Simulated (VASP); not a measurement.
# LiH (Fm-3m) in VASP: a series of runs, part 2 of 2

VASP 6.6.1. Earlier steps stand in the parts before.

## 3. Single point, r2SCAN

POSCAR reads:

```
LiH
1.0
    0.0000000000      1.9984726952      1.9984726952
    1.9984726952      0.0000000000      1.9984726952
    1.9984726952      1.9984726952      0.0000000000
Li H
1 1
Direct
    0.0000000000      0.0000000000      0.0000000000
    0.5000000000      0.5000000000      0.5000000000
```

INCAR.step1 reads:

```
  ALGO = Normal
  EDIFF = 1E-4
  ENCUT = 520
  GGA = PE
  ISMEAR = 0
  LASPH = T
  LCHARG = F
  LREAL = F
  LWAVE = T
  NBANDS = 9
  NELM = 80
  PREC = Accurate
  SIGMA = 0.01
```

INCAR.step2 reads:

```
  ALGO = Normal
  EDIFF = 1E-7
  ENCUT = 520
  ISIF = 2
  ISMEAR = 0
  ISTART = 1
  LASPH = T
  LCHARG = F
  LMIXTAU = T
  LREAL = F
  LWAVE = F
  METAGGA = R2SCAN
  NBANDS = 9
  NELM = 80
  PREC = Accurate
  SIGMA = 0.01
```

KPOINTS reads:

```
k-points
0
Gamma
  10 10 10
```

Potentials or basis: VASP PAW PBE potentials, release 64 (Li_sv, H).

Run with:

```sh
cat potpaw_PBE.64/Li_sv/POTCAR potpaw_PBE.64/H/POTCAR > POTCAR
cp INCAR.step1 INCAR
mpirun -np 1 vasp_std > vasp.out
cp INCAR.step2 INCAR
mpirun -np 1 vasp_std > vasp.out
```

OUTCAR:

```text
EDIFF = 1E-7
   ENCUT = 520
   ISIF = 2
   ISMEAR = 0
   ISTART = 1
   LASPH = T
   LREAL = F
   METAGGA = R2SCAN
   NELM = 80
   PREC = Accurate

 ion  position               nearest neighbor table
   1  0.000  0.000  0.000-
   2  0.500  0.500  0.500-

  LATTYP: Found a face centered cubic cell.
 ALAT       =     3.9969453904

  Lattice vectors:

 A1 = (   0.0000000000,   1.9984726952,   1.9984726952)
 A2 = (   1.9984726952,   0.0000000000,   1.9984726952)
 A3 = (   1.9984726952,   1.9984726952,   0.0000000000)

Analysis of symmetry for initial positions (statically):
=====================================================================
 Subroutine PRICEL returns:
 Original cell was already a primitive cell.

 Routine SETGRP: Setting up the symmetry group for a
 face centered cubic supercell.

 Subroutine GETGRP returns: Found 48 space group operations
 (whereof 48 operations were pure point group operations)
 out of a pool of 48 trial point group operations.

The static configuration has the point symmetry O_h .

Analysis of symmetry for dynamics (positions and initial velocities):
=====================================================================
 Subroutine PRICEL returns:
 Original cell was already a primitive cell.

 Routine SETGRP: Setting up the symmetry group for a
 face centered cubic supercell.

 Subroutine GETGRP returns: Found 48 space group operations
 (whereof 48 operations were pure point group operations)
 out of a pool of 48 trial point group operations.

The dynamic configuration has the point symmetry O_h .

 Subroutine INISYM returns: Found 48 space group operations
 (whereof 48 operations are pure point group operations),
 and found     1 'primitive' translations

----------------------------------------------------------------------------------------

                                     Primitive cell

  volume of cell :      15.9634

  direct lattice vectors                    reciprocal lattice vectors
     0.000000000  1.998472695  1.998472695    -0.250191059  0.250191059  0.250191059
     1.998472695  0.000000000  1.998472695     0.250191059 -0.250191059  0.250191059
     1.998472695  1.998472695  0.000000000     0.250191059  0.250191059 -0.250191059

  length of vectors
     2.826267190  2.826267190  2.826267190     0.433343626  0.433343626  0.433343626

  position of ions in fractional coordinates (direct lattice)
     0.000000000  0.000000000  0.000000000
     0.500000000  0.500000000  0.500000000

  ion indices of the primitive-cell ions
   primitive index   ion index
                 1           1
                 2           2

----------------------------------------------------------------------------------------

 KPOINTS: k-points

Automatic generation of k-mesh.
 Grid dimensions read from file:
 generate k-points for:   10   10   10

 Generating k-lattice:

  Cartesian coordinates                     Fractional coordinates (reciprocal lattice)
    -0.025019106  0.025019106  0.025019106     0.100000000  0.000000000  0.000000000
     0.025019106 -0.025019106  0.025019106     0.000000000  0.100000000  0.000000000
     0.025019106  0.025019106 -0.025019106     0.000000000  0.000000000  0.100000000

  Length of vectors
     0.043334363  0.043334363  0.043334363

  Shift w.r.t. Gamma in fractional coordinates (k-lattice)
     0.000000000  0.000000000  0.000000000

 Subroutine IBZKPT returns following result:
 ===========================================

 Found     47 irreducible k-points:

 Following reciprocal coordinates:
            Coordinates               Weight
  0.000000  0.000000  0.000000      1.000000
  0.100000  0.000000  0.000000      8.000000
  0.200000  0.000000  0.000000      8.000000
  0.300000  0.000000  0.000000      8.000000
  0.400000  0.000000  0.000000      8.000000
  0.500000  0.000000  0.000000      4.000000
[... 16 lines left out ...]
  0.300000  0.300000  0.000000      6.000000
  0.400000  0.300000  0.000000     24.000000
 [... further k-points ...]
   k-points           NKPTS =     47   k-points in BZ     NKDIM =     47   number of bands    NBANDS=      9
   number of dos      NEDOS =    301   number of ions     NIONS =      2
   total plane-waves  NPLWV =  13824
   dimension x,y,z NGX =    24 NGY =   24 NGZ =   24
   dimension x,y,z NGXF=    48 NGYF=   48 NGZF=   48
   ions per type =               1   1
   NGX,Y,Z   is equivalent  to a cutoff of  14.12, 14.12, 14.12 a.u.
   NGXF,Y,Z  is equivalent  to a cutoff of  28.23, 28.23, 28.23 a.u.
 SYSTEM =  unknown system
   PREC   = accura    normal or accurate (medium, high low for compatibility)
   ISTART =      1    job   : 0-new  1-cont  2-samecut
   ICHARG =      0    charge: 1-file 2-atom 10-const
   ISPIN  =      1    spin polarized calculation?
   LNONCOLLINEAR =      F non collinear calculations
   LSORBIT =      F    spin-orbit coupling
   LASPH  =      T    aspherical Exc in radial PAW
   ENCUT  =  520.0 eV  38.22 Ry    6.18 a.u.   5.25  5.25  5.25*2*pi/ulx,y,z
   NELM   =     80;   NELMIN=  2; NELMDL=  0     # of ELM steps
   EDIFF  = 0.1E-06   stopping-criterion for ELM
   LREAL  =      F    real-space projection
   EDIFFG = 0.1E-05   stopping-criterion for IOM
   NSW    =      0    number of steps for IOM
   IBRION =     -1    ionic relax: 0-MD 1-quasi-New 2-CG
   NFREE  =      0    steps in history (QN), initial steepest desc. (CG)
   ISIF   =      2    stress and relaxation
   ISYM   =      2    0-nonsym 1-usesym 2-fastsym
   POTIM  = 0.5000    time-step for ionic-motion
   TEBEG  =    0.0;   TEEND  =   0.0 temperature during run
   PSTRESS=    0.0 pullay stress
   NELECT =       4.0000    total number of electrons
   NUPDOWN=      -1.0000    fix difference up-down
   EMIN   =  10.00;   EMAX   =-10.00  energy-range for DOS
   EFERMI =   0.00;   METHOD = LEGACY
   ISMEAR =     0;   SIGMA  =   0.01  broadening in eV -4-tet -1-fermi 0-gaus
   EFERMI_NEDOS =   21; number of points for ismear=-14 and -15
   IALGO  =     38    algorithm
   IMIX   =      4    mixing-type and parameters
     AMIX     =   0.40;   BMIX     =  1.00
     AMIX_MAG =   1.60;   BMIX_MAG =  1.00
  volume/ion in A,a.u.               =       7.98        53.86
  Fermi-wavevector in a.u.,A,eV,Ry     =   1.032096  1.950378 14.493217  1.065221
  Thomas-Fermi vector in A             =   2.166276
   LORBIT       =      0    0 simple, 1 ext, 2 COOP (PROOUT), +10 PAW based schemes
   METAGGA = R2SCAN    functional components
   LHFCALC =     F    Hartree Fock is set to
   AEXX    =    0.0000 exact exchange contribution
   IVDW    =     0    specifies the selected vdW correction
   LEPSILON=     F    determine dielectric tensor
   LRPA    =     F    only Hartree local field effects (RPA)
 non-spin polarized calculation
 Gauss-broadening in eV      SIGMA  =   0.01
  energy-cutoff  :      520.00
  volume of cell :       15.96
 maximum number of plane-waves:       444
 NGX is ok and might be reduce to    24
   NGX = 11   NGY = 11   NGZ = 11

 number of electron       3.9999996 magnetization

 Free energy of the ion-electron system (eV)
  ---------------------------------------------------
  ext. energy  EPLUGINS =         0.00000000
  ---------------------------------------------------
  free energy    TOTEN  =        -6.81756845 eV

  energy without entropy =       -6.81756845  energy(sigma->0) =       -6.81756845

 E-fermi :   0.1376     XC(G=0):  -8.8540

 val. band max:       -0.1469225062   @ k =   0.5000   0.5000   0.0000
 cond. band min:       3.4308023163   @ k =   0.5000   0.5000   0.0000
 fundamental gap:      3.5777248225
 Fermi energy:         0.1376279800

 k-point     1 :       0.0000    0.0000    0.0000
  band No.  band energies     occupation
      1     -45.8715      2.00000
      2      -5.6258      2.00000
      3      17.6101      0.00000
      4      19.3461      0.00000
      5      19.3461      0.00000
      6      19.3467      0.00000
      7      23.7861      0.00000
      8      23.7861      0.00000
      9      23.7863      0.00000
[... 265 lines left out ...]
 k-point    24 :       0.4000    0.3000    0.0000
  band No.  band energies     occupation
      1     -45.8230      2.00000
      2      -2.4359      2.00000
      3       7.2272      0.00000
      4      11.3001      0.00000
      5      12.6876      0.00000
      6      17.4068      0.00000
      7      19.3225      0.00000
      8      31.2549      0.00000
      9      31.9145      0.00000

 [... further k-points ...]

------------------------ aborting loop because EDIFF is reached ----------------------------------------

  FORCE on cell =-STRESS in cart. coord.  units (eV):
  Direction    XX          YY          ZZ          XY          YZ          ZX
  --------------------------------------------------------------------------------------
  -------------------------------------------------------------------------------------
  Total       -0.0275997     -0.0275997     -0.0275997      0.0000000      0.0000000     -0.0000000
  in kB       -2.7700670     -2.7700670     -2.7700670      0.0000000      0.0000000     -0.0000000
  external PRESSURE =      -2.7700670 kB  Pullay stress =       0.0000000 kB

 VOLUME and BASIS-vectors are now :
 -----------------------------------------------------------------------------
  energy-cutoff  :      520.00
  volume of cell :       15.96
      direct lattice vectors                 reciprocal lattice vectors
     0.000000000  1.998472695  1.998472695    -0.250191059  0.250191059  0.250191059
     1.998472695  0.000000000  1.998472695     0.250191059 -0.250191059  0.250191059
     1.998472695  1.998472695  0.000000000     0.250191059  0.250191059 -0.250191059

 POSITION                                       TOTAL-FORCE (eV/Angst)
 -----------------------------------------------------------------------------------
      0.00000      0.00000      0.00000        -0.000000      0.000000      0.000000
      1.99847      1.99847      1.99847         0.000000     -0.000000     -0.000000
 -----------------------------------------------------------------------------------
    total drift:                                0.000000     -0.000000     -0.000000

  FREE ENERGIE OF THE ION-ELECTRON SYSTEM (eV)
  ---------------------------------------------------
  free  energy   TOTEN  =        -6.8175684490 eV

  energy  without entropy=       -6.8175684490  energy(sigma->0) =       -6.81756845
```

OSZICAR.step1:

```text
N       E                     dE             d eps       ncg     rms          rms(c)
DAV:   1    -0.208263890475E+01   -0.20826E+01   -0.13769E+03   862   0.410E+02
DAV:   2    -0.631226621258E+01   -0.42296E+01   -0.42086E+01  1209   0.546E+01
DAV:   3    -0.636967964938E+01   -0.57413E-01   -0.57386E-01  1016   0.500E+00
DAV:   4    -0.637000143359E+01   -0.32178E-03   -0.32175E-03  1145   0.340E-01
DAV:   5    -0.637000388847E+01   -0.24549E-05   -0.24549E-05  1004   0.185E-02    0.288E+00
DAV:   6    -0.618685669330E+01    0.18315E+00   -0.14819E-01   943   0.120E+00    0.144E+00
DAV:   7    -0.612522303237E+01    0.61634E-01   -0.19243E-01  1003   0.154E+00    0.220E-01
DAV:   8    -0.612700238934E+01   -0.17794E-02   -0.43160E-03  1011   0.427E-01    0.429E-02
DAV:   9    -0.612693597655E+01    0.66413E-04   -0.15315E-04  1064   0.483E-02
   1 F= -.61269360E+01 E0= -.61269360E+01  d E =-.237076E-23
```

Wall time 99 s (1 thread of AMD EPYC 7R13, shared host); peak memory 0.11 GiB.

Results:

* Free energy: -6.8176 eV
* Band gap on the k mesh: 3.58 eV, direct

Levels at points of the mesh, in eV from the valence-band top:
```csv
k point,band 1,band 2,band 3,band 4,band 5
"(0.00, 0.00, 0.00)",-45.72,-5.48,17.76,19.49,19.49
"(0.50, 0.00, 0.00)",-45.68,-2.66,5.70,15.02,18.24
"(0.50, 0.50, 0.00)",-45.66,0.00,3.58,11.79,11.79
```

Caveat: the cutoff is under 1.25 times the usual one of these potentials, so pressure, stress and relaxed cells hold a basis-set (Pulay) error; the PAW data sets were made with another functional, which shifts forces and pressure a little.

## 4. Single point, PBE

INCAR reads:

```
SYSTEM = LiH
PREC = Accurate ; ENCUT = 520
EDIFF = 1E-6 ; ISMEAR = 0
SIGMA = 0.01 ; LREAL = .FALSE.
LASPH = .TRUE. ; NELM = 80
ALGO = Normal ; ISIF = 2
LWAVE = .FALSE. ; LCHARG = .TRUE.
GGA = PE ; LELF = .TRUE.
LVHAR = .TRUE. ; NBANDS = 9
```

KPOINTS reads:

```
Automatic mesh
0
G
  10 10 10
  0 0 0
```

POSCAR reads:

```
LiH
1.0
    0.0000000000      1.9984726919      1.9984726919
    1.9984726919      0.0000000000      1.9984726919
    1.9984726919      1.9984726919      0.0000000000
Li H
1 1
Direct
    0.0000000000      0.0000000000      0.0000000000
    0.5000000000      0.5000000000      0.5000000000
```

Run with:

```sh
cat potpaw_PBE.64/Li_sv/POTCAR potpaw_PBE.64/H/POTCAR > POTCAR
mpirun -np 1 vasp_std > vasp.out
```

It took 7 s on 1 thread of Intel Xeon 6975P-C, shared host; peak memory 0.13 GiB.

The run converged. Its results:

| Property | Result |
| --- | --- |
| Free energy | -6.1269 eV |
| Band gap on the k mesh | 2.97 eV, direct |

Levels at points of the mesh, in eV from the valence-band top:
| k point | band 1 | band 2 | band 3 | band 4 | band 5 | band 6 | band 7 |
| --- | --- | --- | --- | --- | --- | --- | --- |
| (0.00, 0.00, 0.00) | -44.28 | -5.47 | 16.21 | 17.98 | 17.98 | 17.98 | 22.71 |
| (0.50, 0.00, 0.00) | -44.23 | -2.65 | 4.94 | 13.74 | 16.58 | 16.58 | 19.16 |
| (0.50, 0.50, 0.00) | -44.22 | 0.00 | 2.97 | 10.86 | 10.86 | 14.03 | 17.40 |

Caveat: the cutoff is under 1.25 times the usual one of these potentials, so pressure, stress and relaxed cells hold a basis-set (Pulay) error. A k mesh can miss the band edges.

## 5. Single point, r2SCAN

POSCAR is that of step 4.

INCAR.step1 reads:

```
SYSTEM = LiH
PREC     = Accurate       ! precision mode
ENCUT    = 520            ! plane-wave cutoff, eV
ISMEAR   = 0              ! smearing method
SIGMA    = 0.01           ! smearing width, eV
LREAL    = .FALSE.        ! projectors in reciprocal space
LASPH    = .TRUE.         ! aspherical terms in the spheres
NELM     = 80             ! most SCF steps
NBANDS   = 9              ! bands
GGA      = PE             ! functional
ALGO     = Normal         ! electronic algorithm
EDIFF    = 1E-4           ! SCF threshold, eV
LWAVE    = .TRUE.         ! write WAVECAR
LCHARG   = .FALSE.        ! write CHGCAR
```

INCAR.step2 reads:

```
SYSTEM = LiH
PREC     = Accurate       ! precision mode
ENCUT    = 520            ! plane-wave cutoff, eV
EDIFF    = 1E-6           ! SCF threshold, eV
ISMEAR   = 0              ! smearing method
SIGMA    = 0.01           ! smearing width, eV
LREAL    = .FALSE.        ! projectors in reciprocal space
LASPH    = .TRUE.         ! aspherical terms in the spheres
NELM     = 80             ! most SCF steps
ALGO     = Normal         ! electronic algorithm
ISIF     = 2              ! what is computed and relaxed
LWAVE    = .FALSE.        ! write WAVECAR
LCHARG   = .FALSE.        ! write CHGCAR
METAGGA  = R2SCAN         ! meta-GGA
LMIXTAU  = .TRUE.       
NBANDS   = 9              ! bands
ISTART   = 1
```

KPOINTS is that of step 4.

Run with:

```sh
cat potpaw_PBE.64/Li_sv/POTCAR potpaw_PBE.64/H/POTCAR > POTCAR
cp INCAR.step1 INCAR
mpirun -np 1 vasp_std > vasp.out
cp INCAR.step2 INCAR
mpirun -np 1 vasp_std > vasp.out
```

Wall time 27 s (1 thread of Intel Xeon 6975P-C, shared host); peak memory 0.14 GiB.

Results (log left out):

| Item | Value |
| --- | --- |
| Free energy | -6.8176 eV |
| Band gap on the k mesh | 3.58 eV, direct |

Levels at points of the mesh, in eV from the valence-band top:
```
           k point  band 1  band 2  band 3  band 4  band 5  band 6
(0.00, 0.00, 0.00)  -45.72   -5.48   17.76   19.49   19.49   19.49
(0.50, 0.00, 0.00)  -45.68   -2.66    5.69   15.02   18.24   18.24
(0.50, 0.50, 0.00)  -45.66    0.00    3.58   11.79   11.79   15.10
```

Caveat: the cutoff is under 1.25 times the usual one of these potentials, so pressure, stress and relaxed cells hold a basis-set (Pulay) error; the PAW data sets were made with another functional, which shifts forces and pressure a little. r2SCAN opens gaps a little over a GGA but as a rule still falls short of measured ones.
